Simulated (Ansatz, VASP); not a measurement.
## Pb: VASP beside Ansatz

File INCAR:

```
SYSTEM = Pb
  PREC = Accurate
  ENCUT = 520
  EDIFF = 1E-6
  ISMEAR = -1
  SIGMA = 0.05
  LREAL = .FALSE.
  LASPH = .TRUE.
  NELM = 100
  ALGO = Fast
  ISIF = 2
  LWAVE = .FALSE.
  LCHARG = .TRUE.
  GGA = PE
  LELF = .TRUE.
  LVHAR = .TRUE.
  NBANDS = 21
```

File KPOINTS:

```
Automatic mesh
0
G
  7 7 7
  0 0 0
```

Contents of POSCAR:

```
Pb
1.0
    0.0000000000      3.4390000555      3.4390000555
    3.4390000555      0.0000000000      3.4390000555
    3.4390000555      3.4390000555      0.0000000000
Pb
2
Direct
    0.2423290000      0.2487010000      0.2487110000
    0.0096820000     -0.0173760000      0.0178080000
```

File input.yaml:

```yaml
crystal:
  lattice:
    - [0.0, 3.4390000555, 3.4390000555]
    - [3.4390000555, 0.0, 3.4390000555]
    - [3.4390000555, 3.4390000555, 0.0]
  atoms:
    - { symbol: Pb, position: [0.242329, 0.248701, 0.248711] }
    - { symbol: Pb, position: [0.009682, -0.017376, 0.017808] }
kpoints:
  mp_grid: { grid: [7, 7, 7] }
scf:
  occupations: { method: fermi_dirac, width: 0.05 }
hamiltonian:
  xc: pbe
  pseudopotentials: { kind: all_electron, lapw: { basis_error: 0.001 } }
output:
  forces: true
  stress: true
  eigenvalues: true
  populations: true
```

Change from the starting cell: atoms moved at random, drawn with an rms of 0.05 Å.

Alike in both runs: task single point; functional PBE; k mesh 7 × 7 × 7; occupations fermi-dirac, width 0.05 eV; no spin polarisation.

```csv
,VASP,Ansatz
version,VASP 6.6.1,Ansatz 0.2.0
potentials or method,"VASP PAW PBE potentials, release 64 (Pb_d), cutoff 520 eV","all-electron LAPW, scalar-relativistic"
```

Ansatz gave:

- gap on the k mesh at the Fermi level (eV): none
- pressure (GPa): 2.6
- traceless stress, the component that is largest in VASP (GPa): 1.85
- rms of the force components (eV/Å): 0.374

Question: What did VASP give for the same quantities?

Answer: gap on the k mesh at the Fermi level (eV): none; pressure (GPa): 2.5; traceless stress, the component that is largest in VASP (GPa): 1.86; rms of the force components (eV/Å): 0.374.

Atom by atom the forces differ by 0.000 eV/Å (rms over components). A gap of «none» marks a metal or a gap that the smearing closes. Ansatz ran all-electron here, and VASP with PAW potentials.

Spin-orbit coupling is off throughout.
